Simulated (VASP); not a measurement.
# SiC (F-43m) in VASP: further runs

The runs below take SiC through single point, with r2SCAN.

All numbers are computed with VASP 6.6.1; they aren't measurements. Logs are shortened: lines on timing, memory, paths and dates and some standing lists are left out, and cuts for length are marked.

### Step 1. The cell of the first run

The structure is cubic, space group F-43m (No. 216). Conventional cell: a = 4.114 Å, b = 4.114 Å, c = 4.114 Å, α = 90.00°, β = 90.00°, γ = 90.00°. Within 2.4 Å of Si (site symmetry -43m) lie 4 C at 1.78 Å. Within 2.4 Å of C (site symmetry -43m) lie 4 Si at 1.78 Å.

### Step 2. Single point, r2SCAN (8.70 Å³/atom)

File POSCAR:

```
SiC
1.0
    0.0000000000      2.0569145754      2.0569145754
    2.0569145754      0.0000000000      2.0569145754
    2.0569145754      2.0569145754      0.0000000000
Si C
1 1
Direct
    0.0000000000      0.0000000000      0.0000000000
    0.2500000000      0.2500000000      0.2500000000
```

File INCAR.step1:

```
SYSTEM = SiC
PREC = Accurate
ENCUT = 660
ISMEAR = 0
SIGMA = 0.01
LREAL = .False.
LASPH = .True.
NELM = 120
NBANDS = 11
GGA = PE
ALGO = Normal
EDIFF = 1E-5
LWAVE = .True.
LCHARG = .False.
GGA_COMPAT = .False.
```

File INCAR.step2:

```
SYSTEM = SiC
PREC = Accurate
ENCUT = 660
EDIFF = 1E-6
ISMEAR = 0
SIGMA = 0.01
LREAL = .False.
LASPH = .True.
NELM = 120
ALGO = Normal
ISIF = 2
LWAVE = .False.
LCHARG = .False.
METAGGA = R2SCAN
LMIXTAU = .True.
NBANDS = 11
ISTART = 1
GGA_COMPAT = .False.
```

File KPOINTS:

```
regular mesh
0
Gamma
  10 10 10
  0 0 0
```

Potentials or basis: VASP PAW PBE potentials, release 64 (Si, C).

Command:

```
$ cat potpaw_PBE.64/Si/POTCAR potpaw_PBE.64/C/POTCAR > POTCAR
$ cp INCAR.step1 INCAR
$ mpirun -np 1 vasp_std > vasp.out
$ cp INCAR.step2 INCAR
$ mpirun -np 1 vasp_std > vasp.out
```

OUTCAR:

```text
SYSTEM = SiC
   PREC = Accurate
   ENCUT = 660
   EDIFF = 1E-6
   ISMEAR = 0
   LREAL = .False.
   LASPH = .True.
   NELM = 120
   ISIF = 2
   METAGGA = R2SCAN
   ISTART = 1

 ion  position               nearest neighbor table
   1  0.000  0.000  0.000-   2 1.78   2 1.78   2 1.78   2 1.78
   2  0.250  0.250  0.250-   1 1.78   1 1.78   1 1.78   1 1.78

  LATTYP: Found a face centered cubic cell.
 ALAT       =     4.1138291508

  Lattice vectors:

 A1 = (   0.0000000000,   2.0569145754,   2.0569145754)
 A2 = (   2.0569145754,   0.0000000000,   2.0569145754)
 A3 = (   2.0569145754,   2.0569145754,   0.0000000000)

Analysis of symmetry for initial positions (statically):
=====================================================================
 Subroutine PRICEL returns:
 Original cell was already a primitive cell.

 Routine SETGRP: Setting up the symmetry group for a
 face centered cubic supercell.

 Subroutine GETGRP returns: Found 24 space group operations
 (whereof 24 operations were pure point group operations)
 out of a pool of 48 trial point group operations.

The static configuration has the point symmetry T_d .

Analysis of symmetry for dynamics (positions and initial velocities):
=====================================================================
 Subroutine PRICEL returns:
 Original cell was already a primitive cell.

 Routine SETGRP: Setting up the symmetry group for a
 face centered cubic supercell.

 Subroutine GETGRP returns: Found 24 space group operations
 (whereof 24 operations were pure point group operations)
 out of a pool of 48 trial point group operations.

The dynamic configuration has the point symmetry T_d .

 Subroutine INISYM returns: Found 24 space group operations
 (whereof 24 operations are pure point group operations),
 and found     1 'primitive' translations

----------------------------------------------------------------------------------------

                                     Primitive cell

  volume of cell :      17.4052

  direct lattice vectors                    reciprocal lattice vectors
     0.000000000  2.056914575  2.056914575    -0.243082530  0.243082530  0.243082530
     2.056914575  0.000000000  2.056914575     0.243082530 -0.243082530  0.243082530
     2.056914575  2.056914575  0.000000000     0.243082530  0.243082530 -0.243082530

  length of vectors
     2.908916489  2.908916489  2.908916489     0.421031293  0.421031293  0.421031293

  position of ions in fractional coordinates (direct lattice)
     0.000000000  0.000000000  0.000000000
[... 87 lines left out ...]
   TEBEG  =    0.0;   TEEND  =   0.0 temperature during run
   PSTRESS=    0.0 pullay stress
   NELECT =       8.0000    total number of electrons
   NUPDOWN=      -1.0000    fix difference up-down
   EMIN   =  10.00;   EMAX   =-10.00  energy-range for DOS
   EFERMI =   0.00;   METHOD = LEGACY
   ISMEAR =     0;   SIGMA  =   0.01  broadening in eV -4-tet -1-fermi 0-gaus
   EFERMI_NEDOS =   21; number of points for ismear=-14 and -15
   IALGO  =     38    algorithm
   IMIX   =      4    mixing-type and parameters
     AMIX     =   0.40;   BMIX     =  1.00
     AMIX_MAG =   1.60;   BMIX_MAG =  1.00
  volume/ion in A,a.u.               =       8.70        58.73
  Fermi-wavevector in a.u.,A,eV,Ry     =   1.263413  2.387504 21.717778  1.596212
  Thomas-Fermi vector in A             =   2.396771
   LORBIT       =      0    0 simple, 1 ext, 2 COOP (PROOUT), +10 PAW based schemes
   METAGGA = R2SCAN    functional components
   LHFCALC =     F    Hartree Fock is set to
   AEXX    =    0.0000 exact exchange contribution
   IVDW    =     0    specifies the selected vdW correction
   LEPSILON=     F    determine dielectric tensor
   LRPA    =     F    only Hartree local field effects (RPA)
 non-spin polarized calculation
 Gauss-broadening in eV      SIGMA  =   0.01
  energy-cutoff  :      660.00
  volume of cell :       17.41
 maximum number of plane-waves:       692
   NGX = 13   NGY = 13   NGZ = 13

 number of electron       8.0000001 magnetization

 Free energy of the ion-electron system (eV)
  ---------------------------------------------------
  ext. energy  EPLUGINS =         0.00000000
  ---------------------------------------------------
  free energy    TOTEN  =       -18.85623358 eV

  energy without entropy =      -18.85623358  energy(sigma->0) =      -18.85623358

 E-fermi :  10.1005     XC(G=0): -12.7273

 val. band max:       10.0284551981   @ k =   0.0000   0.0000   0.0000
 cond. band min:      11.6239290843   @ k =   0.5000   0.5000   0.0000
 fundamental gap:      1.5954738862
 Fermi energy:        10.1004651547

 k-point     1 :       0.0000    0.0000    0.0000
  band No.  band energies     occupation
      1      -7.5903      2.00000
      2      10.0285      2.00000
      3      10.0285      2.00000
      4      10.0285      2.00000
      5      19.0826      0.00000
      6      19.2890      0.00000
      7      19.2890      0.00000
      8      19.2890      0.00000
      9      26.3720      0.00000
     10      26.3720      0.00000
     11      29.9814      0.00000
[... 309 lines left out ...]
 k-point    24 :       0.4000    0.3000    0.0000
  band No.  band energies     occupation
      1      -3.8631      2.00000
      2       3.9683      2.00000
      3       6.4216      2.00000
      4       7.0192      2.00000
      5      13.4997      0.00000
      6      17.0286      0.00000
      7      24.6478      0.00000
      8      24.6527      0.00000
      9      27.2437      0.00000
     10      30.9307      0.00000
     11      35.2718      0.00000

 [... further k-points ...]

------------------------ aborting loop because EDIFF is reached ----------------------------------------

  FORCE on cell =-STRESS in cart. coord.  units (eV):
  Direction    XX          YY          ZZ          XY          YZ          ZX
  --------------------------------------------------------------------------------------
  -------------------------------------------------------------------------------------
  Total        5.8127942      5.8127942      5.8127942      0.0000000      0.0000000      0.0000000
  in kB      535.0775959    535.0775959    535.0775959      0.0000000      0.0000000      0.0000000
  external PRESSURE =     535.0775959 kB  Pullay stress =       0.0000000 kB

 VOLUME and BASIS-vectors are now :
 -----------------------------------------------------------------------------
  energy-cutoff  :      660.00
  volume of cell :       17.41
      direct lattice vectors                 reciprocal lattice vectors
     0.000000000  2.056914575  2.056914575    -0.243082530  0.243082530  0.243082530
     2.056914575  0.000000000  2.056914575     0.243082530 -0.243082530  0.243082530
     2.056914575  2.056914575  0.000000000     0.243082530  0.243082530 -0.243082530

 POSITION                                       TOTAL-FORCE (eV/Angst)
 -----------------------------------------------------------------------------------
      0.00000      0.00000      0.00000        -0.000000     -0.000000     -0.000000
      1.02846      1.02846      1.02846         0.000000      0.000000      0.000000
 -----------------------------------------------------------------------------------
    total drift:                                0.000000      0.000000      0.000000

  FREE ENERGIE OF THE ION-ELECTRON SYSTEM (eV)
  ---------------------------------------------------
  free  energy   TOTEN  =       -18.8562335754 eV

  energy  without entropy=      -18.8562335754  energy(sigma->0) =      -18.85623358
```

OUTCAR.step1:

```text
SYSTEM = SiC
   PREC = Accurate
   ENCUT = 660
   ISMEAR = 0
   LREAL = .False.
   LASPH = .True.
[... 557 lines left out ...]
      0.00000      0.00000      0.00000         0.000000      0.000000      0.000000
      1.02846      1.02846      1.02846        -0.000000     -0.000000     -0.000000
 -----------------------------------------------------------------------------------
    total drift:                                0.000000      0.000000      0.000000

  FREE ENERGIE OF THE ION-ELECTRON SYSTEM (eV)
  ---------------------------------------------------
  free  energy   TOTEN  =       -14.5128208983 eV

  energy  without entropy=      -14.5128208983  energy(sigma->0) =      -14.51282090
```

OSZICAR.step1:

```text
N       E                     dE             d eps       ncg     rms          rms(c)
DAV:   1     0.636475541214E+01    0.63648E+01   -0.46977E+03  1090   0.763E+02
DAV:   2    -0.162742027665E+02   -0.22639E+02   -0.21916E+02  1319   0.131E+02
DAV:   3    -0.169074695828E+02   -0.63327E+00   -0.63172E+00  1253   0.169E+01
DAV:   4    -0.169094762390E+02   -0.20067E-02   -0.20066E-02  1202   0.122E+00
DAV:   5    -0.169094826787E+02   -0.64397E-05   -0.64396E-05  1270   0.645E-02    0.109E+01
DAV:   6    -0.146412088855E+02    0.22683E+01   -0.68127E+00  1133   0.126E+01    0.499E+00
DAV:   7    -0.145218435888E+02    0.11937E+00   -0.64481E-01  1216   0.453E+00    0.214E+00
DAV:   8    -0.145126124275E+02    0.92312E-02   -0.22272E-02  1136   0.103E+00    0.171E-01
DAV:   9    -0.145127378526E+02   -0.12543E-03   -0.11510E-03  1275   0.212E-01    0.121E-01
DAV:  10    -0.145128195405E+02   -0.81688E-04   -0.14682E-04  1157   0.803E-02    0.253E-02
DAV:  11    -0.145128208983E+02   -0.13578E-05   -0.18593E-05  1187   0.251E-02
   1 F= -.14512821E+02 E0= -.14512821E+02  d E =-.632436E-12
```

It took 13 s on 1 thread of Intel Xeon 6975P-C (Granite Rapids), shared host; peak memory 0.14 GiB.

What came out:

```yaml
Free_energy: -18.8562 eV
Pressure: 53.5 GPa
Band_gap_on_the_k_mesh: 1.60 eV (least direct gap 5.26 eV)
```

Caveat: the cell stands under pressure; the PAW data sets were made with another functional, which shifts forces and pressure a little. A k mesh can miss the band edges.

### Step 3. Single point, r2SCAN (9.12 Å³/atom)

This run uses another cell than the first one, of 9.12 Å³/atom.

File POSCAR:

```
SiC
1.0
    0.0000000000      2.0890590577      2.0890590577
    2.0890590577      0.0000000000      2.0890590577
    2.0890590577      2.0890590577      0.0000000000
Si C
1 1
Direct
    0.0000000000      0.0000000000      0.0000000000
    0.2500000000      0.2500000000      0.2500000000
```

File INCAR.step1:

```
PREC     = Accurate       # precision mode
ENCUT    = 660            # plane-wave cutoff, eV
ISMEAR   = 0              # smearing method
SIGMA    = 0.01           # smearing width, eV
LREAL    = F              # projectors in reciprocal space
LASPH    = T              # aspherical terms in the spheres
NELM     = 120            # most SCF steps
NBANDS   = 11             # bands
GGA      = PE             # functional
ALGO     = Normal         # electronic algorithm
EDIFF    = 1E-5           # SCF threshold, eV
LWAVE    = T              # write WAVECAR
LCHARG   = F              # write CHGCAR
GGA_COMPAT= F
```

File INCAR.step2:

```
PREC     = Accurate       # precision mode
ENCUT    = 660            # plane-wave cutoff, eV
EDIFF    = 1E-6           # SCF threshold, eV
ISMEAR   = 0              # smearing method
SIGMA    = 0.01           # smearing width, eV
LREAL    = F              # projectors in reciprocal space
LASPH    = T              # aspherical terms in the spheres
NELM     = 120            # most SCF steps
ALGO     = Normal         # electronic algorithm
ISIF     = 2              # what is computed and relaxed
LWAVE    = F              # write WAVECAR
LCHARG   = F              # write CHGCAR
METAGGA  = R2SCAN         # meta-GGA
LMIXTAU  = T            
NBANDS   = 11             # bands
ISTART   = 1            
GGA_COMPAT= F
```

File KPOINTS:

```
regular mesh
0
Gamma
  10 10 10
```

Potentials or basis: VASP PAW PBE potentials, release 64 (Si, C).

Command:

```
$ cat potpaw_PBE.64/Si/POTCAR potpaw_PBE.64/C/POTCAR > POTCAR
$ cp INCAR.step1 INCAR
$ mpirun -np 1 vasp_std > vasp.out
$ cp INCAR.step2 INCAR
$ mpirun -np 1 vasp_std > vasp.out
```

It took 26 s on 1 thread of Intel Xeon 6975P-C (Granite Rapids), shared host; peak memory 0.15 GiB.

It converged, with:

| Quantity | Value |
| --- | --- |
| Free energy | -19.0866 eV |
| Pressure | 35.6 GPa |
| Band gap on the k mesh | 1.64 eV (least direct gap 5.21 eV) |

Levels at points of the mesh, in eV from the valence-band top:
```csv
k point,band 2,band 3,band 4,band 5,band 6,band 7
"(0.00, 0.00, 0.00)",0.00,0.00,0.00,8.45,8.86,8.86
"(0.50, 0.00, 0.00)",-9.54,-1.13,-1.13,7.26,8.33,8.33
"(0.50, 0.50, 0.00)",-8.48,-3.58,-3.58,1.63,5.35,16.75
```

Caveat: the cell stands under pressure; the PAW data sets were made with another functional, which shifts forces and pressure a little.

### Step 4. Single point, r2SCAN (9.53 Å³/atom)

This run uses another cell than the first one, of 9.53 Å³/atom.

File POSCAR:

```
SiC
1.0
    0.0000000000      2.1202436412      2.1202436412
    2.1202436412      0.0000000000      2.1202436412
    2.1202436412      2.1202436412      0.0000000000
Si C
1 1
Direct
    0.0000000000      0.0000000000      0.0000000000
    0.2500000000      0.2500000000      0.2500000000
```

File INCAR.step1:

```
SYSTEM = SiC
  PREC = Accurate
  ENCUT = 660
  ISMEAR = 0
  SIGMA = 0.01
  LREAL = .False.
  LASPH = .True.
  NELM = 120
  NBANDS = 11
  GGA = PE
  ALGO = Normal
  EDIFF = 1E-5
  LWAVE = .True.
  LCHARG = .False.
  GGA_COMPAT = .False.
```

File INCAR.step2:

```
SYSTEM = SiC
  PREC = Accurate
  ENCUT = 660
  EDIFF = 1E-6
  ISMEAR = 0
  SIGMA = 0.01
  LREAL = .False.
  LASPH = .True.
  NELM = 120
  ALGO = Normal
  ISIF = 2
  LWAVE = .False.
  LCHARG = .False.
  METAGGA = R2SCAN
  LMIXTAU = .True.
  NBANDS = 11
  ISTART = 1
  GGA_COMPAT = .False.
```

File KPOINTS:

```
regular mesh
0
Gamma
  10 10 10
  0 0 0
```

Command:

```
$ cat potpaw_PBE.64/Si/POTCAR potpaw_PBE.64/C/POTCAR > POTCAR
$ cp INCAR.step1 INCAR
$ mpirun -np 1 vasp_std > vasp.out
$ cp INCAR.step2 INCAR
$ mpirun -np 1 vasp_std > vasp.out
```

It took 27 s on 1 thread of Intel Xeon 6975P-C (Granite Rapids), shared host; peak memory 0.16 GiB.

Results (log left out):

* Free energy: -19.2329 eV
* Pressure: 21.0 GPa
* Band gap on the k mesh: 1.67 eV (least direct gap 5.16 eV)

Levels at points of the mesh, in eV from the valence-band top:
| k point | band 1 | band 2 | band 3 | band 4 | band 5 | band 6 | band 7 | band 8 |
| --- | --- | --- | --- | --- | --- | --- | --- | --- |
| (0.00, 0.00, 0.00) | -16.85 | 0.00 | 0.00 | 0.00 | 7.88 | 8.49 | 8.49 | 8.49 |
| (0.50, 0.00, 0.00) | -12.91 | -9.28 | -1.12 | -1.12 | 6.81 | 8.12 | 8.12 | 11.46 |
| (0.50, 0.50, 0.00) | -11.35 | -8.32 | -3.49 | -3.49 | 1.67 | 5.16 | 16.17 | 16.17 |

Caveat: the cell stands under pressure; the PAW data sets were made with another functional, which shifts forces and pressure a little.

(Continued in part 2 of 2.)
